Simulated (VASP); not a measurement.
Crystal: Zn2Ga3Si3N8.

```
N Si Zn Ga
1.0
     0.00000    0.00000   -4.99661
     3.08433    5.34221    0.00000
     3.08433   -5.34221    0.00000
N Si Zn Ga
8 3 2 3
Direct
  0.62929 0.16351 0.33007
  0.62596 0.16386 0.82890
  0.61585 0.67032 0.33579
  0.62388 0.67397 0.83554
  0.11994 0.33273 0.66813
  0.12410 0.33045 0.16741
  0.11905 0.83553 0.66772
  0.11600 0.82958 0.16100
  0.00171 0.16859 0.83515
  0.50262 0.82657 0.66272
  0.49580 0.83163 0.16322
  0.00538 0.66385 0.83308
  0.49925 0.33561 0.16148
  0.00029 0.15812 0.33039
  0.00326 0.66324 0.32952
  0.49982 0.32828 0.66942
```

| Item | Value |
| --- | --- |
| Program | VASP 6.6.1 |
| Task | relaxation of cell and atoms |
| Functional | PBE |
| Potentials or basis | VASP PAW PBE potentials, release 64 (N, Si, Zn, Ga_d) |
| Cutoff | 600 eV |
| k mesh | 3 × 3 × 3 |
| Occupations | gaussian, width 0.1 eV |
| Spin | no spin polarisation |

At the start: pressure 16.6 GPa; volume 10.29 Å³/atom.

Problem. Where does the relaxation end?

Solution. Over 20 steps the energy falls by 221.1 meV/atom and the volume is 11.08 Å³/atom (+7.7 %); space group P1 (No. 1, to 0.1 Å) before and after.

Step by step:
```tsv
step	energy change (eV)	largest force (eV/Å)	pressure (GPa)	volume (Å³)
1	0.0000	4.4787	16.56	164.66
2	-2.7166	1.5274	-11.71	191.33
3	-3.0225	1.2523	-6.96	184.16
4	-3.3797	1.3099	2.86	175.29
5	-3.4233	0.6459	0.15	177.37
6	-3.4791	0.4365	0.50	176.90
7	-3.4791	0.4090	0.48	176.92
8	-3.5051	0.2266	-0.07	177.54
9	-3.5123	0.3237	-0.54	178.07
10	-3.5235	0.1884	0.15	177.42
11	-3.5236	0.2073	0.22	177.36
12	-3.5304	0.1567	0.06	177.42
13	-3.5307	0.2125	0.04	177.44
14	-3.5336	0.1213	-0.10	177.54
15	-3.5336	0.1169	-0.09	177.54
16	-3.5359	0.0564	-0.03	177.42
17	-3.5361	0.0836	0.00	177.38
18	-3.5371	0.0436	-0.01	177.33
19	-3.5371	0.0485	0.00	177.32
20	-3.5374	0.0358	0.02	177.31
```

Final structure:
```cif
data_structure
_symmetry_space_group_name_H-M 'P 1'
_symmetry_Int_Tables_number 1
_cell_length_a 5.1587
_cell_length_b 6.3493
_cell_length_c 6.2146
_cell_angle_alpha 119.416
_cell_angle_beta 89.627
_cell_angle_gamma 90.110
_cell_volume 177.31
loop_
_atom_site_label
_atom_site_type_symbol
_atom_site_fract_x
_atom_site_fract_y
_atom_site_fract_z
_atom_site_occupancy
N1 N 0.60839 0.13506 0.32204 1
N2 N 0.66374 0.12926 0.80695 1
N3 N 0.60454 0.69337 0.34454 1
N4 N 0.59403 0.69085 0.84522 1
N5 N 0.11171 0.31527 0.67347 1
N6 N 0.09864 0.31867 0.14026 1
N7 N 0.16443 0.87075 0.68087 1
N8 N 0.14678 0.83511 0.17539 1
Si1 Si 0.01057 0.16035 0.82778 1
Si2 Si 0.51000 0.84240 0.66990 1
Si3 Si 0.48600 0.83840 0.17060 1
Zn1 Zn 0.99959 0.66674 0.82945 1
Zn2 Zn 0.49665 0.32915 0.15979 1
Ga1 Ga 0.99066 0.15725 0.32805 1
Ga2 Ga 0.00101 0.66378 0.33695 1
Ga3 Ga 0.49544 0.32942 0.66829 1
```

Caveat: the k points lie up to 0.41 Å⁻¹ apart in the final cell, too coarse for converged energies and pressures of a metal; an odd number of electrons without spin polarisation forces a metal; a magnetic or distorted state may lie lower.
